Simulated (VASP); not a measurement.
Input of a VASP 6.6.1 run:

File INCAR:

```
SYSTEM = BaTlN
PREC = Accurate
ENCUT = 600
EDIFF = 1E-6
ISMEAR = 0
SIGMA = 0.15
LREAL = .FALSE.
LASPH = .TRUE.
NELM = 120
ALGO = Normal
ISIF = 2
LWAVE = .FALSE.
LCHARG = .TRUE.
GGA = PE
LELF = .TRUE.
LVHAR = .TRUE.
NBANDS = 21
GGA_COMPAT = .FALSE.
```

KPOINTS

```
Automatic mesh
0
G
  3 3 3
  0 0 0
```

POSCAR

```
BaTlN
1.0
    4.1773170292      0.0000000000      0.0000000000
    0.0000000000      4.1773170292      0.0000000000
    0.0000000000      0.0000000000      4.7728510468
Ba Tl N
1 1 1
Direct
    0.0000000000      0.0000000000      0.5000000000
    0.5000000000      0.5000000000      0.0000000000
    0.0000000000      0.0000000000      0.0000000000
```

Potentials or basis: VASP PAW PBE potentials, release 64 (Ba_sv, Tl_d, N).

Run with:

```sh
$ cat potpaw_PBE.64/Ba_sv/POTCAR potpaw_PBE.64/Tl_d/POTCAR potpaw_PBE.64/N/POTCAR > POTCAR
$ mpirun -np 1 vasp_std > vasp.out
```

(1) Estimate the pressure.

(2) Predict the band gap on the k mesh.

## Answers

(1) 0.9 GPa.

(2) zero (bands 14 and 15 overlap by 2.21 eV).

Caveat: the k points lie up to 0.50 Å⁻¹ apart, too coarse for converged energies and pressures of a metal; spin-orbit coupling is left out, which moves the levels of the heavy elements.
